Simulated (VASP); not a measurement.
# AlN (rocksalt type) (Fm-3m) in VASP: further runs, part 2 of 2

VASP 6.6.1.

### Step 5. Single point, PBE

This run uses another cell than the first one, of 8.43 Å³/atom, 1.163 times its volume.

INCAR

```
SYSTEM = AlN
ALGO = Normal
EDIFF = 1E-6
ENCUT = 520
GGA = PE
ISIF = 2
ISMEAR = -1
LASPH = .TRUE.
LCHARG = .FALSE.
LREAL = .FALSE.
LWAVE = .FALSE.
NBANDS = 11
NELM = 100
PREC = Accurate
SIGMA = 0.1
```

KPOINTS

```
k-points
0
G
  16 16 16
  0 0 0
```

POSCAR

```
AlN
1.0
    0.0000000000      2.0352786589      2.0352786589
    2.0352786589      0.0000000000      2.0352786589
    2.0352786589      2.0352786589      0.0000000000
Al N
1 1
Direct
    0.0000000000      0.0000000000      0.0000000000
    0.5000000000      0.5000000000      0.5000000000
```

Potentials or basis: VASP PAW PBE potentials, release 64 (Al, N).

On the command line:

```console
$ cat potpaw_PBE.64/Al/POTCAR potpaw_PBE.64/N/POTCAR > POTCAR
$ mpirun -np 1 vasp_std > vasp.out
```

OUTCAR:

```text
SYSTEM = AlN
   EDIFF = 1E-6
   ENCUT = 520
   GGA = PE
   ISIF = 2
   ISMEAR = -1
   LASPH = .TRUE.
   LREAL = .FALSE.
   NELM = 100
   PREC = Accurate

 ion  position               nearest neighbor table
   1  0.000  0.000  0.000-   2 2.04   2 2.04   2 2.04   2 2.04   2 2.04   2 2.04
   2  0.500  0.500  0.500-   1 2.04   1 2.04   1 2.04   1 2.04   1 2.04   1 2.04

  LATTYP: Found a face centered cubic cell.
 ALAT       =     4.0705573178

  Lattice vectors:

 A1 = (   0.0000000000,   2.0352786589,   2.0352786589)
 A2 = (   2.0352786589,   0.0000000000,   2.0352786589)
 A3 = (   2.0352786589,   2.0352786589,   0.0000000000)

Analysis of symmetry for initial positions (statically):
=====================================================================
 Subroutine PRICEL returns:
 Original cell was already a primitive cell.

 Routine SETGRP: Setting up the symmetry group for a
 face centered cubic supercell.

 Subroutine GETGRP returns: Found 48 space group operations
 (whereof 48 operations were pure point group operations)
 out of a pool of 48 trial point group operations.

The static configuration has the point symmetry O_h .

Analysis of symmetry for dynamics (positions and initial velocities):
=====================================================================
 Subroutine PRICEL returns:
 Original cell was already a primitive cell.

 Routine SETGRP: Setting up the symmetry group for a
 face centered cubic supercell.

 Subroutine GETGRP returns: Found 48 space group operations
 (whereof 48 operations were pure point group operations)
 out of a pool of 48 trial point group operations.

The dynamic configuration has the point symmetry O_h .

 Subroutine INISYM returns: Found 48 space group operations
 (whereof 48 operations are pure point group operations),
 and found     1 'primitive' translations

----------------------------------------------------------------------------------------

                                     Primitive cell

  volume of cell :      16.8617

  direct lattice vectors                    reciprocal lattice vectors
     0.000000000  2.035278659  2.035278659    -0.245666606  0.245666606  0.245666606
     2.035278659  0.000000000  2.035278659     0.245666606 -0.245666606  0.245666606
     2.035278659  2.035278659  0.000000000     0.245666606  0.245666606 -0.245666606

  length of vectors
     2.878318683  2.878318683  2.878318683     0.425507043  0.425507043  0.425507043

  position of ions in fractional coordinates (direct lattice)
     0.000000000  0.000000000  0.000000000
     0.500000000  0.500000000  0.500000000

  ion indices of the primitive-cell ions
   primitive index   ion index
                 1           1
                 2           2

----------------------------------------------------------------------------------------

 KPOINTS: k-points

Automatic generation of k-mesh.
 Grid dimensions read from file:
 generate k-points for:   16   16   16

 Generating k-lattice:

  Cartesian coordinates                     Fractional coordinates (reciprocal lattice)
    -0.015354163  0.015354163  0.015354163     0.062500000  0.000000000  0.000000000
     0.015354163 -0.015354163  0.015354163     0.000000000  0.062500000  0.000000000
     0.015354163  0.015354163 -0.015354163     0.000000000  0.000000000  0.062500000

  Length of vectors
     0.026594190  0.026594190  0.026594190

  Shift w.r.t. Gamma in fractional coordinates (k-lattice)
     0.000000000  0.000000000  0.000000000

 Subroutine IBZKPT returns following result:
 ===========================================

 Found    145 irreducible k-points:

 Following reciprocal coordinates:
            Coordinates               Weight
  0.000000  0.000000  0.000000      1.000000
  0.062500  0.000000  0.000000      8.000000
  0.125000  0.000000  0.000000      8.000000
  0.187500  0.000000  0.000000      8.000000
  0.250000  0.000000  0.000000      8.000000
  0.312500  0.000000  0.000000      8.000000
[... 16 lines left out ...]
 -0.125000  0.062500  0.000000     24.000000
 -0.062500  0.062500  0.000000     12.000000
 [... further k-points ...]
   k-points           NKPTS =    145   k-points in BZ     NKDIM =    145   number of bands    NBANDS=     11
   number of dos      NEDOS =    301   number of ions     NIONS =      2
   total plane-waves  NPLWV =  13824
   dimension x,y,z NGX =    24 NGY =   24 NGZ =   24
   dimension x,y,z NGXF=    48 NGYF=   48 NGZF=   48
   ions per type =               1   1
   NGX,Y,Z   is equivalent  to a cutoff of  13.86, 13.86, 13.86 a.u.
   NGXF,Y,Z  is equivalent  to a cutoff of  27.72, 27.72, 27.72 a.u.
 SYSTEM =  AlN
   PREC   = accura    normal or accurate (medium, high low for compatibility)
   ISTART =      0    job   : 0-new  1-cont  2-samecut
   ICHARG =      2    charge: 1-file 2-atom 10-const
   ISPIN  =      1    spin polarized calculation?
   LNONCOLLINEAR =      F non collinear calculations
   LSORBIT =      F    spin-orbit coupling
   LASPH  =      T    aspherical Exc in radial PAW
   ENCUT  =  520.0 eV  38.22 Ry    6.18 a.u.   5.35  5.35  5.35*2*pi/ulx,y,z
   NELM   =    100;   NELMIN=  2; NELMDL= -5     # of ELM steps
   EDIFF  = 0.1E-05   stopping-criterion for ELM
   LREAL  =      F    real-space projection
   EDIFFG = 0.1E-04   stopping-criterion for IOM
   NSW    =      0    number of steps for IOM
   IBRION =     -1    ionic relax: 0-MD 1-quasi-New 2-CG
   NFREE  =      0    steps in history (QN), initial steepest desc. (CG)
   ISIF   =      2    stress and relaxation
   ISYM   =      2    0-nonsym 1-usesym 2-fastsym
   POTIM  = 0.5000    time-step for ionic-motion
   TEBEG  =    0.0;   TEEND  =   0.0 temperature during run
   PSTRESS=    0.0 pullay stress
   NELECT =       8.0000    total number of electrons
   NUPDOWN=      -1.0000    fix difference up-down
   EMIN   =  10.00;   EMAX   =-10.00  energy-range for DOS
   EFERMI =   0.00;   METHOD = LEGACY
   ISMEAR =    -1;   SIGMA  =   0.10  broadening in eV -4-tet -1-fermi 0-gaus
   EFERMI_NEDOS =   21; number of points for ismear=-14 and -15
   IALGO  =     38    algorithm
   IMIX   =      4    mixing-type and parameters
     AMIX     =   0.40;   BMIX     =  1.00
     AMIX_MAG =   1.60;   BMIX_MAG =  1.00
  volume/ion in A,a.u.               =       8.43        56.89
  Fermi-wavevector in a.u.,A,eV,Ry     =   1.276843  2.412884 22.181972  1.630329
  Thomas-Fermi vector in A             =   2.409477
   LORBIT       =      0    0 simple, 1 ext, 2 COOP (PROOUT), +10 PAW based schemes
   GGA     = PE    functional components
   LHFCALC =     F    Hartree Fock is set to
   AEXX    =    0.0000 exact exchange contribution
   IVDW    =     0    specifies the selected vdW correction
   LEPSILON=     F    determine dielectric tensor
   LRPA    =     F    only Hartree local field effects (RPA)
 non-spin polarized calculation
  energy-cutoff  :      520.00
  volume of cell :       16.86
 maximum number of plane-waves:       469
 NGX is ok and might be reduce to    24
   NGX = 11   NGY = 11   NGZ = 11

 number of electron       8.0000000 magnetization

 Free energy of the ion-electron system (eV)
  ---------------------------------------------------
  ext. energy  EPLUGINS =         0.00000000
  ---------------------------------------------------
  free energy    TOTEN  =       -14.54594709 eV

  energy without entropy =      -14.54594709  energy(sigma->0) =      -14.54594709

 E-fermi :  11.7289     XC(G=0): -12.1912

 val. band max:        9.7034833979   @ k =   0.0000   0.0000   0.0000
 cond. band min:      14.1165389949   @ k =   0.5000   0.5000   0.0000
 fundamental gap:      4.4130555971
 Fermi energy:        11.7288701674

 k-point     1 :       0.0000    0.0000    0.0000
  band No.  band energies     occupation
      1      -7.6671      2.00000
      2       9.7035      2.00000
      3       9.7035      2.00000
      4       9.7035      2.00000
      5      15.0939      0.00000
      6      21.8054      0.00000
      7      21.8054      0.00000
      8      21.8054      0.00000
      9      26.8919      0.00000
     10      27.3448      0.00000
     11      27.3448      0.00000
[... 309 lines left out ...]
 k-point    24 :      -0.0625    0.0625    0.0000
  band No.  band energies     occupation
      1      -7.4576      2.00000
      2       8.7431      2.00000
      3       9.3966      2.00000
      4       9.6582      2.00000
      5      15.7845      0.00000
      6      20.7887      0.00000
      7      22.0826      0.00000
      8      22.1928      0.00000
      9      25.0746      0.00000
     10      26.2541      0.00000
     11      28.0989      0.00000

 [... further k-points ...]
[... 5 lines left out ...]
  --------------------------------------------------------------------------------------
  -------------------------------------------------------------------------------------
  Total       -0.0288298     -0.0288298     -0.0288298      0.0000000      0.0000000     -0.0000000
  in kB       -2.7393719     -2.7393719     -2.7393719      0.0000000      0.0000000     -0.0000000
  external PRESSURE =      -2.7393719 kB  Pullay stress =       0.0000000 kB

 VOLUME and BASIS-vectors are now :
 -----------------------------------------------------------------------------
  energy-cutoff  :      520.00
  volume of cell :       16.86
      direct lattice vectors                 reciprocal lattice vectors
     0.000000000  2.035278659  2.035278659    -0.245666606  0.245666606  0.245666606
     2.035278659  0.000000000  2.035278659     0.245666606 -0.245666606  0.245666606
     2.035278659  2.035278659  0.000000000     0.245666606  0.245666606 -0.245666606

 POSITION                                       TOTAL-FORCE (eV/Angst)
 -----------------------------------------------------------------------------------
      0.00000      0.00000      0.00000        -0.000000      0.000000     -0.000000
      2.03528      2.03528      2.03528         0.000000     -0.000000      0.000000
 -----------------------------------------------------------------------------------
    total drift:                               -0.000000     -0.000000      0.000000

  FREE ENERGIE OF THE ION-ELECTRON SYSTEM (eV)
  ---------------------------------------------------
  free  energy   TOTEN  =       -14.5459470908 eV

  energy  without entropy=      -14.5459470907  energy(sigma->0) =      -14.54594709
```

stdout:

```text
POSCAR found type information on POSCAR AlN
 POSCAR found :  2 types and       2 ions
 scaLAPACK will be used
 LDA part: xc-table for (Slater+PW92), standard interpolation
 POSCAR, INCAR and KPOINTS ok, starting setup
 FFT: planning ... GRIDC
 FFT: planning ... GRID_SOFT
 FFT: planning ... GRID
 WAVECAR not read
 entering main loop
```

It took 28 s on 1 thread of Intel Xeon 8259CL, shared host; peak memory 0.15 GiB.

What came out:

```
Free energy            : -14.5459 eV
Pressure               : -0.3 GPa
Band gap on the k mesh : 4.41 eV, indirect (least direct gap 5.39 eV)
```

A k mesh can miss the band edges. PBE gaps usually lie below the measured ones, often by a third to a half.
